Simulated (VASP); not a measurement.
Input of a VASP 6.6.1 run:

File INCAR:

```
SYSTEM = B2P3
PREC     = Accurate       ! precision mode
ENCUT    = 600            ! plane-wave cutoff, eV
EDIFF    = 1E-6           ! SCF threshold, eV
ISMEAR   = 0              ! smearing method
SIGMA    = 0.1            ! smearing width, eV
LREAL    = .False.        ! projectors in reciprocal space
LASPH    = .True.         ! aspherical terms in the spheres
NELM     = 60             ! most SCF steps
ALGO     = Normal         ! electronic algorithm
ISIF     = 3              ! what is computed and relaxed
LWAVE    = .False.        ! write WAVECAR
LCHARG   = .False.        ! write CHGCAR
GGA      = PE             ! functional
IBRION   = 2              ! ionic algorithm
NSW      = 90             ! ionic steps
EDIFFG   = -0.04          ! ionic threshold
```

The input KPOINTS:

```
regular mesh
0
Gamma
  6 6 6
  0 0 0
```

File POSCAR:

```
B2P3
1.0
    5.3009917571      0.0000000000      0.0000000000
   -2.6504958786      4.5907935269      0.0000000000
    0.0000000000      0.0000000000      2.9718060734
B P
2 3
Direct
    0.3333333333      0.6666666667      0.0000000000
    0.6666666667      0.3333333333      0.0000000000
    0.5000000000      0.0000000000      0.5000000000
    0.0000000000      0.5000000000      0.5000000000
    0.5000000000      0.5000000000      0.5000000000
```

Potentials or basis: VASP PAW PBE potentials, release 64 (B, P).

Run with:

```sh
$ cat potpaw_PBE.64/B/POTCAR potpaw_PBE.64/P/POTCAR > POTCAR
$ mpirun -np 1 vasp_std > vasp.out
```

Question: What does it give for the relaxed volume?

Answer: 14.55 Å³/atom.

Question: Predict the relaxed cell.

Answer: a = 5.301 Å, b = 5.301 Å, c = 2.990 Å, α = 90.00°, β = 90.00°, γ = 120.00°.

Question: What does it give for the space group after relaxing (to 0.05 Å)?

Answer: P6/mmm (No. 191).

Step by step:
```tsv
step	energy change (eV)	largest force (eV/Å)	pressure (GPa)	volume (Å³)
1	0.0000	0.0000	0.99	72.32
2	0.0007	0.0000	-0.89	73.25
3	-0.0042	0.0000	0.08	72.77
```
